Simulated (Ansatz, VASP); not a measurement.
## In in VASP and in Ansatz

Contents of INCAR:

```
SYSTEM = In
  PREC = Accurate
  ENCUT = 520
  EDIFF = 1E-6
  ISMEAR = -1
  SIGMA = 0.1
  LREAL = .FALSE.
  LASPH = .TRUE.
  NELM = 80
  ALGO = Normal
  ISIF = 2
  LWAVE = .FALSE.
  LCHARG = .FALSE.
  GGA = RE
  NBANDS = 12
```

KPOINTS

```
Automatic mesh
0
G
  13 13 13
  0 0 0
```

Contents of POSCAR:

```
In
1.0
   -1.8502358215      1.8502358215      1.8502358215
    1.8502358215     -1.8502358215      1.8502358215
    1.8502358215      1.8502358215     -1.8502358215
In
1
Direct
    0.0000000000      0.0000000000      0.0000000000
```

Input for Ansatz:

```yaml
crystal:
  lattice:
    - [-1.8502358215, 1.8502358215, 1.8502358215]
    - [1.8502358215, -1.8502358215, 1.8502358215]
    - [1.8502358215, 1.8502358215, -1.8502358215]
  atoms:
    - { symbol: In, position: [0.0, 0.0, 0.0] }
hamiltonian:
  xc: revpbe
  pseudopotentials:
    kind: paw
    azcp:
      In: "pseudopotentials/In.paw.azcp"
basis:
  ecutwfc: 420
  fft_grid_basis: typed
kpoints:
  mp_grid: { grid: [13, 13, 13], shift: [0, 0, 0] }
magnetization:
  spin_polarized: false
scf:
  occupations: { method: fermi_dirac, width: 0.1 }
  lower_state_search: "off"
output:
  stress: true
```

Alike in both runs: task single point; functional revPBE; k mesh 13 × 13 × 13; occupations fermi-dirac, width 0.1 eV; no spin polarisation.

|  | VASP | Ansatz |
| --- | --- | --- |
| version | VASP 6.6.1 | Ansatz 0.2.0 |
| potentials or method | VASP PAW PBE potentials, release 64 (In_d), cutoff 520 eV | plane waves (420 eV) with PAW, scalar-relativistic |
| valence electrons in the cell | 13 | 13 |

```csv
,VASP,Ansatz,Ansatz less VASP
pressure (GPa),5.2,5.3,+0.05
```

VASP's potentials were made for PBE, not for revPBE.
